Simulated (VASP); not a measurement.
# GaP (sol) (F-43m) in VASP: notebook

Runs on GaP (sol). Level: PBEsol. Tasks: single point, relaxation of cell and atoms.

Program: VASP 6.6.1. These are calculated values, not measurements. Logs are shortened: lines on timing, memory, paths and dates and some standing lists are left out, and cuts for length are marked.

## 1. The cell of the first run

The structure is cubic, space group F-43m (No. 216). The conventional cell has a = 5.452 Å, b = 5.452 Å, c = 5.452 Å, α = 90.00°, β = 90.00°, γ = 90.00°. Ga (site symmetry -43m) has 4 P at 2.36 Å within 3.1 Å. Within 3.1 Å of P (site symmetry -43m) lie 4 Ga at 2.36 Å.

## 2. Single point, PBEsol

Input file INCAR:

```
PREC = Accurate
ENCUT = 520
EDIFF = 1E-7
ISMEAR = 0
SIGMA = 0.1
LREAL = False
LASPH = True
NELM = 60
ALGO = Normal
ISIF = 2
LWAVE = False
LCHARG = True
GGA = PS
LELF = True
LVHAR = True
NBANDS = 16
```

Input file KPOINTS:

```
regular mesh
0
Gamma
  6 6 6
```

Input file POSCAR:

```
GaP
1.0
    0.0000000000      2.7258124900      2.7258124900
    2.7258124900      0.0000000000      2.7258124900
    2.7258124900      2.7258124900      0.0000000000
Ga P
1 1
Direct
    0.0000000000      0.0000000000      0.0000000000
    0.7500000000      0.7500000000      0.7500000000
```

Potentials or basis: VASP PAW PBE potentials, release 64 (Ga_d, P).

On the command line:

```sh
$ cat potpaw_PBE.64/Ga_d/POTCAR potpaw_PBE.64/P/POTCAR > POTCAR
$ mpirun -np 1 vasp_std > vasp.out
```

OUTCAR:

```text
PREC = Accurate
   ENCUT = 520
   EDIFF = 1E-7
   ISMEAR = 0
   LREAL = False
   LASPH = True
   NELM = 60
   ISIF = 2
   GGA = PS

 ion  position               nearest neighbor table
   1  0.000  0.000  0.000-   2 2.36   2 2.36   2 2.36   2 2.36
   2  0.750  0.750  0.750-   1 2.36   1 2.36   1 2.36   1 2.36

  LATTYP: Found a face centered cubic cell.
 ALAT       =     5.4516249800

  Lattice vectors:

 A1 = (   0.0000000000,   2.7258124900,   2.7258124900)
 A2 = (   2.7258124900,   0.0000000000,   2.7258124900)
 A3 = (   2.7258124900,   2.7258124900,   0.0000000000)

Analysis of symmetry for initial positions (statically):
=====================================================================
 Subroutine PRICEL returns:
 Original cell was already a primitive cell.

 Routine SETGRP: Setting up the symmetry group for a
 face centered cubic supercell.

 Subroutine GETGRP returns: Found 24 space group operations
 (whereof 24 operations were pure point group operations)
 out of a pool of 48 trial point group operations.

The static configuration has the point symmetry T_d .

Analysis of symmetry for dynamics (positions and initial velocities):
=====================================================================
 Subroutine PRICEL returns:
 Original cell was already a primitive cell.

 Routine SETGRP: Setting up the symmetry group for a
 face centered cubic supercell.

 Subroutine GETGRP returns: Found 24 space group operations
 (whereof 24 operations were pure point group operations)
 out of a pool of 48 trial point group operations.

The dynamic configuration has the point symmetry T_d .

 Subroutine INISYM returns: Found 24 space group operations
 (whereof 24 operations are pure point group operations),
 and found     1 'primitive' translations

----------------------------------------------------------------------------------------

                                     Primitive cell

  volume of cell :      40.5059

  direct lattice vectors                    reciprocal lattice vectors
     0.000000000  2.725812490  2.725812490    -0.183431546  0.183431546  0.183431546
     2.725812490  0.000000000  2.725812490     0.183431546 -0.183431546  0.183431546
     2.725812490  2.725812490  0.000000000     0.183431546  0.183431546 -0.183431546

  length of vectors
     3.854880992  3.854880992  3.854880992     0.317712758  0.317712758  0.317712758
[... 70 lines left out ...]
   ENCUT  =  520.0 eV  38.22 Ry    6.18 a.u.   7.17  7.17  7.17*2*pi/ulx,y,z
   NELM   =     60;   NELMIN=  2; NELMDL= -5     # of ELM steps
   EDIFF  = 0.1E-06   stopping-criterion for ELM
   LREAL  =      F    real-space projection
   EDIFFG = 0.1E-05   stopping-criterion for IOM
   NSW    =      0    number of steps for IOM
   IBRION =     -1    ionic relax: 0-MD 1-quasi-New 2-CG
   NFREE  =      0    steps in history (QN), initial steepest desc. (CG)
   ISIF   =      2    stress and relaxation
   ISYM   =      2    0-nonsym 1-usesym 2-fastsym
   POTIM  = 0.5000    time-step for ionic-motion
   TEBEG  =    0.0;   TEEND  =   0.0 temperature during run
   PSTRESS=    0.0 pullay stress
   NELECT =      18.0000    total number of electrons
   NUPDOWN=      -1.0000    fix difference up-down
   EMIN   =  10.00;   EMAX   =-10.00  energy-range for DOS
   EFERMI =   0.00;   METHOD = LEGACY
   ISMEAR =     0;   SIGMA  =   0.10  broadening in eV -4-tet -1-fermi 0-gaus
   EFERMI_NEDOS =   21; number of points for ismear=-14 and -15
   IALGO  =     38    algorithm
   IMIX   =      4    mixing-type and parameters
     AMIX     =   0.40;   BMIX     =  1.00
     AMIX_MAG =   1.60;   BMIX_MAG =  1.00
  volume/ion in A,a.u.               =      20.25       136.67
  Fermi-wavevector in a.u.,A,eV,Ry     =   1.249280  2.360796 21.234610  1.560700
  Thomas-Fermi vector in A             =   2.383328
   LORBIT       =      0    0 simple, 1 ext, 2 COOP (PROOUT), +10 PAW based schemes
   GGA     = PS    functional components
   LHFCALC =     F    Hartree Fock is set to
   AEXX    =    0.0000 exact exchange contribution
   IVDW    =     0    specifies the selected vdW correction
   LEPSILON=     F    determine dielectric tensor
   LRPA    =     F    only Hartree local field effects (RPA)
 non-spin polarized calculation
 Gauss-broadening in eV      SIGMA  =   0.10
  energy-cutoff  :      520.00
  volume of cell :       40.51
 maximum number of plane-waves:      1113
 NGX is ok and might be reduce to    30
   NGX = 15   NGY = 15   NGZ = 15

 number of electron      17.9999989 magnetization

 Free energy of the ion-electron system (eV)
  ---------------------------------------------------
  ext. energy  EPLUGINS =         0.00000000
  ---------------------------------------------------
  free energy    TOTEN  =        -9.90559715 eV

  energy without entropy =       -9.90559715  energy(sigma->0) =       -9.90559715

 E-fermi :   5.0131     XC(G=0): -10.0157

 val. band max:        4.5693116484   @ k =   0.0000   0.0000   0.0000
 cond. band min:       6.0825855746   @ k =   0.5000   0.5000   0.0000
 fundamental gap:      1.5132739262
 Fermi energy:         5.0131338309

 k-point     1 :       0.0000    0.0000    0.0000
  band No.  band energies     occupation
      1      -9.9780      2.00000
      2      -9.9780      2.00000
      3      -9.9780      2.00000
      4      -9.8777      2.00000
      5      -9.8777      2.00000
      6      -7.9515      2.00000
[... 281 lines left out ...]
      3      -9.9176      2.00000
      4      -9.8987      2.00000
      5      -9.8645      2.00000
      6      -4.8794      2.00000
[... 8 lines left out ...]
     15      16.4533      0.00000
     16      18.1552      0.00000

------------------------ aborting loop because EDIFF is reached ----------------------------------------

  FORCE on cell =-STRESS in cart. coord.  units (eV):
  Direction    XX          YY          ZZ          XY          YZ          ZX
  --------------------------------------------------------------------------------------
  -------------------------------------------------------------------------------------
  Total       -0.1602576     -0.1602576     -0.1602576     -0.0000000      0.0000000      0.0000000
  in kB       -6.3388613     -6.3388613     -6.3388613     -0.0000000      0.0000000      0.0000000
  external PRESSURE =      -6.3388613 kB  Pullay stress =       0.0000000 kB

 VOLUME and BASIS-vectors are now :
 -----------------------------------------------------------------------------
  energy-cutoff  :      520.00
  volume of cell :       40.51
      direct lattice vectors                 reciprocal lattice vectors
     0.000000000  2.725812490  2.725812490    -0.183431546  0.183431546  0.183431546
     2.725812490  0.000000000  2.725812490     0.183431546 -0.183431546  0.183431546
     2.725812490  2.725812490  0.000000000     0.183431546  0.183431546 -0.183431546

 POSITION                                       TOTAL-FORCE (eV/Angst)
 -----------------------------------------------------------------------------------
      0.00000      0.00000      0.00000         0.000000      0.000000      0.000000
      4.08872      4.08872      4.08872        -0.000000     -0.000000     -0.000000
 -----------------------------------------------------------------------------------
    total drift:                               -0.000000     -0.000000     -0.000000

  FREE ENERGIE OF THE ION-ELECTRON SYSTEM (eV)
  ---------------------------------------------------
  free  energy   TOTEN  =        -9.9055971549 eV

  energy  without entropy=       -9.9055971549  energy(sigma->0) =       -9.90559715
```

OSZICAR:

```text
N       E                     dE             d eps       ncg     rms          rms(c)
DAV:   1     0.782584089137E+02    0.78258E+02   -0.88969E+03   544   0.161E+03
DAV:   2    -0.433304692166E+01   -0.82591E+02   -0.79285E+02   608   0.307E+02
DAV:   3    -0.100984339652E+02   -0.57654E+01   -0.57520E+01   640   0.633E+01
DAV:   4    -0.101924738583E+02   -0.94040E-01   -0.94016E-01   640   0.892E+00
DAV:   5    -0.101943277574E+02   -0.18539E-02   -0.18539E-02   640   0.108E+00    0.412E+00
DAV:   6    -0.994688430792E+01    0.24744E+00   -0.35057E-01   800   0.114E+01    0.262E+00
DAV:   7    -0.990817596645E+01    0.38708E-01   -0.81170E-02   720   0.221E+00    0.984E-01
DAV:   8    -0.990538332808E+01    0.27926E-02   -0.12166E-02   608   0.129E+00    0.173E-01
DAV:   9    -0.990554365197E+01   -0.16032E-03   -0.10284E-03   728   0.444E-01    0.659E-02
DAV:  10    -0.990556952553E+01   -0.25874E-04   -0.65044E-05   744   0.824E-02    0.295E-02
DAV:  11    -0.990559716545E+01   -0.27640E-04   -0.29187E-05   584   0.584E-02    0.610E-03
DAV:  12    -0.990559702482E+01    0.14063E-06   -0.12346E-06   680   0.135E-02    0.452E-03
DAV:  13    -0.990559716033E+01   -0.13551E-06   -0.36123E-07   648   0.494E-03    0.130E-03
DAV:  14    -0.990559715489E+01    0.54461E-08   -0.62908E-09   360   0.876E-04
   1 F= -.99055972E+01 E0= -.99055972E+01  d E =-.218487E-11
```

stdout:

```text
POSCAR found type information on POSCAR GaP
 POSCAR found :  2 types and       2 ions
 scaLAPACK will be used
 -----------------------------------------------------------------------------
|                                                                             |
|                                                                             |
|     You enforced a specific xc type in the INCAR file but a different       |
|     I HOPE YOU KNOW WHAT YOU ARE DOING!                                     |
|                                                                             |
 -----------------------------------------------------------------------------

 LDA part: xc-table for (Slater+PW92), standard interpolation
 POSCAR, INCAR and KPOINTS ok, starting setup
 FFT: planning ... GRIDC
 FFT: planning ... GRID_SOFT
 FFT: planning ... GRID
 WAVECAR not read
 entering main loop
```

Wall time 13 s (1 thread of AMD EPYC 7R13 (Zen 3), shared host); peak memory 0.14 GiB.

Results:

| Quantity | Value |
| --- | --- |
| Free energy | -9.9056 eV |
| Pressure | -0.6 GPa |
| Band gap on the k mesh | 1.51 eV, indirect (least direct gap 1.74 eV) |

Caveat: the PAW data sets were made with another functional, which shifts forces and pressure a little. A k mesh can miss the band edges.

## 3. Single point, PBEsol

This run uses another cell than the first one, of 20.11 Å³/atom, 0.993 times its volume.

Input file INCAR:

```
SYSTEM = GaP
ALGO = Normal
EDIFF = 1E-6
ENCUT = 520
GGA = PS
ISIF = 2
ISMEAR = 0
LASPH = .TRUE.
LCHARG = .TRUE.
LELF = .TRUE.
LREAL = .FALSE.
LVHAR = .TRUE.
LWAVE = .FALSE.
NBANDS = 16
NELM = 80
PREC = Accurate
SIGMA = 0.02
```

Input file KPOINTS:

```
k-points
0
G
  8 8 8
  0 0 0
```

Input file POSCAR:

```
GaP
1.0
    0.0000000000      2.7194361116      2.7194361116
    2.7194361116      0.0000000000      2.7194361116
    2.7194361116      2.7194361116      0.0000000000
Ga P
1 1
Direct
    0.0000000000      0.0000000000      0.0000000000
    0.7500000000      0.7500000000      0.7500000000
```

Potentials or basis: VASP PAW PBE potentials, release 64 (Ga_d, P).

On the command line:

```sh
$ cat potpaw_PBE.64/Ga_d/POTCAR potpaw_PBE.64/P/POTCAR > POTCAR
$ mpirun -np 1 vasp_std > vasp.out
```

Run time: 20 s. Hardware: 1 thread of AMD EPYC 7R13 (Zen 3), shared host; peak memory 0.14 GiB.

The run converged. Its results:

```yaml
Free_energy: -9.9211 eV
Pressure: -0.1 GPa
Band_gap_on_the_k_mesh: 1.50 eV, indirect (least direct gap 1.80 eV)
```

Levels at points of the mesh, in eV from the valence-band top:
| k point | band 7 | band 8 | band 9 | band 10 | band 11 | band 12 |
| --- | --- | --- | --- | --- | --- | --- |
| (0.00, 0.00, 0.00) | 0.00 | 0.00 | 0.00 | 1.80 | 3.83 | 3.83 |
| (0.50, 0.00, 0.00) | -6.73 | -1.14 | -1.14 | 1.60 | 4.65 | 4.65 |
| (0.50, 0.50, 0.00) | -6.84 | -2.74 | -2.74 | 1.50 | 1.71 | 10.60 |

Caveat: the PAW data sets were made with another functional, which shifts forces and pressure a little. A hybrid or GW would open this gap; PBEsol tends to underestimate it.

## 4. Relaxation of cell and atoms, PBEsol

Input file INCAR:

```
SYSTEM = GaP
PREC = Accurate ; ENCUT = 600
EDIFF = 1E-6 ; ISMEAR = 0
SIGMA = 0.02 ; LREAL = .FALSE.
LASPH = .TRUE. ; NELM = 100
ALGO = Normal ; ISIF = 3
LWAVE = .FALSE. ; LCHARG = .FALSE.
GGA = PS ; IBRION = 2
NSW = 100 ; EDIFFG = -0.002
```

Input file KPOINTS:

```
Automatic mesh
0
G
  8 8 8
  0 0 0
```

Input file POSCAR:

```
GaP
1.0
    0.0000000000      2.7258124900      2.7258124900
    2.7258124900      0.0000000000      2.7258124900
    2.7258124900      2.7258124900      0.0000000000
Ga P
1 1
Direct
    0.0000000000      0.0000000000      0.0000000000
    0.7500000000      0.7500000000      0.7500000000
```

On the command line:

```sh
$ cat potpaw_PBE.64/Ga_d/POTCAR potpaw_PBE.64/P/POTCAR > POTCAR
$ mpirun -np 1 vasp_std > vasp.out
```

Wall time 48 s (1 thread of AMD EPYC 7R13 (Zen 3), shared host); peak memory 0.16 GiB.

Results (log left out):

| Item | Value |
| --- | --- |
| Free energy | -9.9212 eV |
| Relaxed volume | 20.08 Å³/atom |
| Relaxed cell | a = 3.844 Å, b = 3.844 Å, c = 3.844 Å, α = 60.00°, β = 60.00°, γ = 60.00° |
| Space group after relaxing (to 0.05 Å) | F-43m (No. 216) |
| Energy gained by relaxing | 0.4 meV/atom |
| Ionic steps | 6 |
| Pressure after relaxing | 0.0 GPa |
| Band gap on the k mesh | 1.50 eV, indirect (least direct gap 1.81 eV) |

The path:
```
step  energy change (eV)  largest force (eV/Å)  pressure (GPa)  volume (Å³)
   1              0.0000                0.0000           -0.69        40.51
   2             -0.0005                0.0000            0.46        40.00
   3             -0.0007                0.0000           -0.04        40.18
   4             -0.0007                0.0000            0.07        40.16
   5             -0.0007                0.0000           -0.06        40.17
   6             -0.0007                0.0000           -0.01        40.17
```

Final structure:
```cif
data_structure
_symmetry_space_group_name_H-M 'P 1'
_symmetry_Int_Tables_number 1
_cell_length_a 3.8441
_cell_length_b 3.8441
_cell_length_c 3.8441
_cell_angle_alpha 60.000
_cell_angle_beta 60.000
_cell_angle_gamma 60.000
_cell_volume 40.17
loop_
_atom_site_label
_atom_site_type_symbol
_atom_site_fract_x
_atom_site_fract_y
_atom_site_fract_z
_atom_site_occupancy
Ga1 Ga 0.00000 0.00000 0.00000 1
P1 P 0.75000 0.75000 0.75000 1
```

Levels at points of the mesh, in eV from the valence-band top:
| k point | band 5 | band 6 | band 7 | band 8 | band 9 | band 10 | band 11 | band 12 | band 13 |
| --- | --- | --- | --- | --- | --- | --- | --- | --- | --- |
| (0.00, 0.00, 0.00) | -14.45 | -12.58 | 0.00 | 0.00 | 0.00 | 1.81 | 3.82 | 3.82 | 3.82 |
| (0.50, 0.00, 0.00) | -14.44 | -10.47 | -6.74 | -1.14 | -1.14 | 1.61 | 4.65 | 4.65 | 8.10 |
| (0.50, 0.50, 0.00) | -14.43 | -9.54 | -6.85 | -2.74 | -2.74 | 1.50 | 1.71 | 10.61 | 10.61 |

Caveat: the PAW data sets were made with another functional, which shifts forces and pressure a little. Expect the measured gap to be larger: semilocal functionals such as PBEsol lack the derivative discontinuity.

(Continued in part 2 of 2.)
